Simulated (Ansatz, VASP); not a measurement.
# ZnSe in VASP and in Ansatz

```
Zn Se
1.0
     0.00000    2.83289    2.83289
     2.83289    0.00000    2.83289
     2.83289    2.83289    0.00000
Zn Se
1 1
Direct
  0.00000 0.00000 0.00000
  0.25000 0.25000 0.25000
```

Change from the starting cell: strained cell.

Alike in both runs: functional LDA; k mesh 8 × 8 × 8; occupations gaussian, width 0.02 eV; no spin polarisation.

Ansatz relaxed the structure, and its values are those at the end. VASP's run is a single point on that final structure, the one shown.

|  | VASP | Ansatz |
| --- | --- | --- |
| version | VASP 6.6.1 | Ansatz 0.2.0 |
| potentials or method | VASP PAW LDA potentials, release 64 (Zn, Se), cutoff 520 eV | scalar-relativistic, plane waves, PAW |
| valence electrons in the cell | 18 | 28 |

|  | VASP | Ansatz | Ansatz less VASP |
| --- | --- | --- | --- |
| gap on the k mesh at the Fermi level (eV) | 1.07 | 1.03 | -0.040 |
| least direct gap on the mesh (eV) | 1.07 | 1.03 | -0.040 |
| pressure (GPa) | -3.0 | -3.3 | -0.31 |

Ansatz warns that its potentials were made for another functional, while VASP's fit it. LDA's correlation is that of Perdew and Zunger in VASP and of Perdew and Wang (1992) in Ansatz. VASP's potentials hold 18 valence electrons a cell and Ansatz's 28, so a difference there can come from the potentials and not from the codes. Ansatz's warnings: stress scf threshold loose.
